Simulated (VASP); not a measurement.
# Sc (I4/mmm) in VASP: further runs, part 2 of 2

VASP 6.6.1.

**3. Single point, r2SCAN (strain +0.1500 x Voigt [1, 0, 0, 0, 0, 0])**

POSCAR reads:

```
Sc
1.0
    0.0000000000      2.2705000000      2.2705000000
    2.6110750000      0.0000000000      2.2705000000
    2.6110750000      2.2705000000      0.0000000000
Sc
1
Direct
    0.0000000000      0.0000000000      0.0000000000
```

INCAR.step1 reads:

```
PREC     = Accurate       # precision mode
ENCUT    = 520            # plane-wave cutoff, eV
ISMEAR   = 0              # smearing method
SIGMA    = 0.15           # smearing width, eV
LREAL    = F              # projectors in reciprocal space
LASPH    = T              # aspherical terms in the spheres
NELM     = 100            # most SCF steps
NBANDS   = 12             # bands
GGA      = PE             # functional
ALGO     = Normal         # electronic algorithm
EDIFF    = 1E-4           # SCF threshold, eV
LWAVE    = T              # write WAVECAR
LCHARG   = F              # write CHGCAR
```

INCAR.step2 reads:

```
PREC     = Accurate       # precision mode
ENCUT    = 520            # plane-wave cutoff, eV
EDIFF    = 1E-7           # SCF threshold, eV
ISMEAR   = 0              # smearing method
SIGMA    = 0.15           # smearing width, eV
LREAL    = F              # projectors in reciprocal space
LASPH    = T              # aspherical terms in the spheres
NELM     = 100            # most SCF steps
ALGO     = Normal         # electronic algorithm
ISIF     = 2              # what is computed and relaxed
LWAVE    = F              # write WAVECAR
LCHARG   = T              # write CHGCAR
METAGGA  = R2SCAN         # meta-GGA
LMIXTAU  = T            
LELF     = T              # ELF
LVHAR    = T            
NBANDS   = 12             # bands
ISTART   = 1
```

KPOINTS reads:

```
Automatic mesh
0
Gamma
  18 18 18
```

Potentials or basis: VASP PAW PBE potentials, release 64 (Sc_sv).

The run is started by

```sh
> cat potpaw_PBE.64/Sc_sv/POTCAR > POTCAR
> cp INCAR.step1 INCAR
> mpirun -np 1 vasp_std > vasp.out
> cp INCAR.step2 INCAR
> mpirun -np 1 vasp_std > vasp.out
```

OUTCAR:

```text
PREC = Accurate
   ENCUT = 520
   EDIFF = 1E-7
   ISMEAR = 0
   LREAL = F
   LASPH = T
   NELM = 100
   ISIF = 2
   METAGGA = R2SCAN
   ISTART = 1

 ion  position               nearest neighbor table
   1  0.000  0.000  0.000-

  LATTYP: Found a body centered tetragonal cell.
 ALAT       =     3.2109718934
 C/A-ratio  =     1.6263455967

  Lattice vectors:

 A1 = (   2.6110750000,   0.0000000000,   2.2705000000)
 A2 = (   2.6110750000,   0.0000000000,  -2.2705000000)
 A3 = (  -2.6110750000,   2.2705000000,   0.0000000000)

Analysis of symmetry for initial positions (statically):
=====================================================================
 Subroutine PRICEL returns:
 Original cell was already a primitive cell.

 Routine SETGRP: Setting up the symmetry group for a
 body centered tetragonal supercell.

 Subroutine GETGRP returns: Found 16 space group operations
 (whereof 16 operations were pure point group operations)
 out of a pool of 16 trial point group operations.

The static configuration has the point symmetry D_4h.

Analysis of symmetry for dynamics (positions and initial velocities):
=====================================================================
 Subroutine PRICEL returns:
 Original cell was already a primitive cell.

 Routine SETGRP: Setting up the symmetry group for a
 body centered tetragonal supercell.

 Subroutine GETGRP returns: Found 16 space group operations
 (whereof 16 operations were pure point group operations)
 out of a pool of 16 trial point group operations.

The dynamic configuration has the point symmetry D_4h.

 Subroutine INISYM returns: Found 16 space group operations
 (whereof 16 operations are pure point group operations),
 and found     1 'primitive' translations

----------------------------------------------------------------------------------------

                                     Primitive cell

  volume of cell :      26.9211

  direct lattice vectors                    reciprocal lattice vectors
     0.000000000  2.270500000  2.270500000    -0.191492010  0.220215811  0.220215811
     2.611075000  0.000000000  2.270500000     0.191492010 -0.220215811  0.220215811
     2.611075000  2.270500000  0.000000000     0.191492010  0.220215811 -0.220215811

  length of vectors
     3.210971893  3.460185386  3.460185386     0.365594307  0.365594307  0.365594307

  position of ions in fractional coordinates (direct lattice)
     0.000000000  0.000000000  0.000000000

  ion indices of the primitive-cell ions
   primitive index   ion index
                 1           1

----------------------------------------------------------------------------------------

 KPOINTS: Automatic mesh

Automatic generation of k-mesh.
 Grid dimensions read from file:
 generate k-points for:   18   18   18

 Generating k-lattice:

  Cartesian coordinates                     Fractional coordinates (reciprocal lattice)
    -0.010638445  0.012234212  0.012234212     0.055555556 -0.000000000 -0.000000000
     0.010638445 -0.012234212  0.012234212     0.000000000  0.055555556  0.000000000
     0.010638445  0.012234212 -0.012234212     0.000000000  0.000000000  0.055555556

  Length of vectors
     0.020310795  0.020310795  0.020310795

  Shift w.r.t. Gamma in fractional coordinates (k-lattice)
     0.000000000  0.000000000  0.000000000

 Subroutine IBZKPT returns following result:
 ===========================================

 Found    480 irreducible k-points:

 Following reciprocal coordinates:
            Coordinates               Weight
  0.000000  0.000000  0.000000      1.000000
  0.055556  0.000000  0.000000      8.000000
  0.111111  0.000000  0.000000      8.000000
  0.166667  0.000000  0.000000      8.000000
  0.222222  0.000000  0.000000      8.000000
  0.277778  0.000000  0.000000      8.000000
[... 16 lines left out ...]
 -0.277778  0.055556  0.000000     16.000000
 -0.222222  0.055556  0.000000     16.000000
 [... further k-points ...]
   k-points           NKPTS =    480   k-points in BZ     NKDIM =    480   number of bands    NBANDS=     12
   number of dos      NEDOS =    301   number of ions     NIONS =      1
   total plane-waves  NPLWV =  18816
   dimension x,y,z NGX =    24 NGY =   28 NGZ =   28
   dimension x,y,z NGXF=    48 NGYF=   56 NGZF=   56
   ions per type =               1
   NGX,Y,Z   is equivalent  to a cutoff of  12.43, 13.45, 13.45 a.u.
   NGXF,Y,Z  is equivalent  to a cutoff of  24.85, 26.91, 26.91 a.u.
 SYSTEM =  unknown system
   PREC   = accura    normal or accurate (medium, high low for compatibility)
   ISTART =      1    job   : 0-new  1-cont  2-samecut
   ICHARG =      0    charge: 1-file 2-atom 10-const
   ISPIN  =      1    spin polarized calculation?
   LNONCOLLINEAR =      F non collinear calculations
   LSORBIT =      F    spin-orbit coupling
   LASPH  =      T    aspherical Exc in radial PAW
   ENCUT  =  520.0 eV  38.22 Ry    6.18 a.u.   5.97  6.43  6.43*2*pi/ulx,y,z
   NELM   =    100;   NELMIN=  2; NELMDL=  0     # of ELM steps
   EDIFF  = 0.1E-06   stopping-criterion for ELM
   LREAL  =      F    real-space projection
   EDIFFG = 0.1E-05   stopping-criterion for IOM
   NSW    =      0    number of steps for IOM
   IBRION =     -1    ionic relax: 0-MD 1-quasi-New 2-CG
   NFREE  =      0    steps in history (QN), initial steepest desc. (CG)
   ISIF   =      2    stress and relaxation
   ISYM   =      2    0-nonsym 1-usesym 2-fastsym
   POTIM  = 0.5000    time-step for ionic-motion
   TEBEG  =    0.0;   TEEND  =   0.0 temperature during run
   PSTRESS=    0.0 pullay stress
   NELECT =      11.0000    total number of electrons
   NUPDOWN=      -1.0000    fix difference up-down
   EMIN   =  10.00;   EMAX   =-10.00  energy-range for DOS
   EFERMI =   0.00;   METHOD = LEGACY
   ISMEAR =     0;   SIGMA  =   0.15  broadening in eV -4-tet -1-fermi 0-gaus
   EFERMI_NEDOS =   21; number of points for ismear=-14 and -15
   IALGO  =     38    algorithm
   IMIX   =      4    mixing-type and parameters
     AMIX     =   0.40;   BMIX     =  1.00
     AMIX_MAG =   1.60;   BMIX_MAG =  1.00
  volume/ion in A,a.u.               =      26.92       181.67
  Fermi-wavevector in a.u.,A,eV,Ry     =   1.214810  2.295658 20.078971  1.475763
  Thomas-Fermi vector in A             =   2.350217
   LORBIT       =      0    0 simple, 1 ext, 2 COOP (PROOUT), +10 PAW based schemes
   METAGGA = R2SCAN    functional components
   LHFCALC =     F    Hartree Fock is set to
   AEXX    =    0.0000 exact exchange contribution
   IVDW    =     0    specifies the selected vdW correction
   LEPSILON=     F    determine dielectric tensor
   LRPA    =     F    only Hartree local field effects (RPA)
 non-spin polarized calculation
 Gauss-broadening in eV      SIGMA  =   0.15
  energy-cutoff  :      520.00
  volume of cell :       26.92
 maximum number of plane-waves:       761
   NGX = 11   NGY = 13   NGZ = 13

 number of electron      11.0000002 magnetization

 Free energy of the ion-electron system (eV)
  ---------------------------------------------------
  ext. energy  EPLUGINS =         0.00000000
  ---------------------------------------------------
  free energy    TOTEN  =       -11.26867387 eV

  energy without entropy =      -11.24457249  energy(sigma->0) =      -11.25662318

 E-fermi :   3.2675     XC(G=0): -10.2305

 val. band max:        3.2653021884   @ k =  -0.2222   0.3889   0.3889
 cond. band min:       3.2712471151   @ k =   0.4444   0.2778   0.1111
 fundamental gap:      0.0059449267
 Fermi energy:         3.2674741218

 k-point     1 :       0.0000    0.0000    0.0000
  band No.  band energies     occupation
      1     -48.5969      2.00000
      2     -26.0828      2.00000
      3     -26.0827      2.00000
      4     -26.0340      2.00000
      5      -2.1002      2.00000
      6       4.4001      0.00000
      7       5.2498      0.00000
      8       5.2498      0.00000
      9       5.6351      0.00000
     10       6.5779      0.00000
     11      16.0489      0.00000
     12      17.7903      0.00000
[... 331 lines left out ...]
 k-point    24 :      -0.2222    0.0556    0.0000
  band No.  band energies     occupation
      1     -48.5761      2.00000
      2     -26.2183      2.00000
      3     -26.0996      2.00000
      4     -26.0699      2.00000
      5      -0.7239      2.00000
      6       4.1075      0.00000
      7       4.7574      0.00000
      8       5.4759      0.00000
      9       5.9285      0.00000
     10       6.4321      0.00000
     11      13.7100      0.00000
     12      16.1718      0.00000

 [... further k-points ...]
[... 5 lines left out ...]
  --------------------------------------------------------------------------------------
  -------------------------------------------------------------------------------------
  Total       -0.9365960     -0.3860448     -0.3860448      0.0000000      0.0000000      0.0000000
  in kB      -55.7404553    -22.9750242    -22.9750242      0.0000000      0.0000000      0.0000000
  external PRESSURE =     -33.8968346 kB  Pullay stress =       0.0000000 kB

 VOLUME and BASIS-vectors are now :
 -----------------------------------------------------------------------------
  energy-cutoff  :      520.00
  volume of cell :       26.92
      direct lattice vectors                 reciprocal lattice vectors
     0.000000000  2.270500000  2.270500000    -0.191492010  0.220215811  0.220215811
     2.611075000  0.000000000  2.270500000     0.191492010 -0.220215811  0.220215811
     2.611075000  2.270500000  0.000000000     0.191492010  0.220215811 -0.220215811

 POSITION                                       TOTAL-FORCE (eV/Angst)
 -----------------------------------------------------------------------------------
      0.00000      0.00000      0.00000         0.000000      0.000000      0.000000
 -----------------------------------------------------------------------------------
    total drift:                               -0.000000     -0.000000     -0.000000

  FREE ENERGIE OF THE ION-ELECTRON SYSTEM (eV)
  ---------------------------------------------------
  free  energy   TOTEN  =       -11.2686738730 eV

  energy  without entropy=      -11.2445724896  energy(sigma->0) =      -11.25662318
```

It took 8.9 min on 1 thread of AMD EPYC 9R45 (Zen 5), shared host; peak memory 0.25 GiB.

What came out:

```yaml
Free_energy: -11.2687 eV
Pressure: -3.4 GPa
Band_gap_on_the_k_mesh: zero (an odd number of electrons rules out a gap without spin polarisation)
```

Levels at points of the mesh, in eV from the Fermi level:
```tsv
k point	band 2	band 3	band 4	band 5	band 6	band 7	band 8	band 9
(0.00, 0.00, 0.00)	-29.35	-29.35	-29.30	-5.37	1.13	1.98	1.98	2.37
(0.50, 0.00, 0.00)	-29.66	-29.37	-29.36	-1.71	-0.04	1.14	1.95	3.55
(0.50, 0.50, 0.00)	-29.65	-29.54	-29.37	-1.37	-0.49	2.34	3.53	3.61
(0.00, 0.50, 0.50)	-29.56	-29.42	-29.42	-1.57	-0.27	0.39	3.74	3.87
```

Caveat: the cell differs from its parent crystal (strain +0.1500 x Voigt [1, 0, 0, 0, 0, 0]); the cell stands under tension; the PAW data sets were made with another functional, which shifts forces and pressure a little.
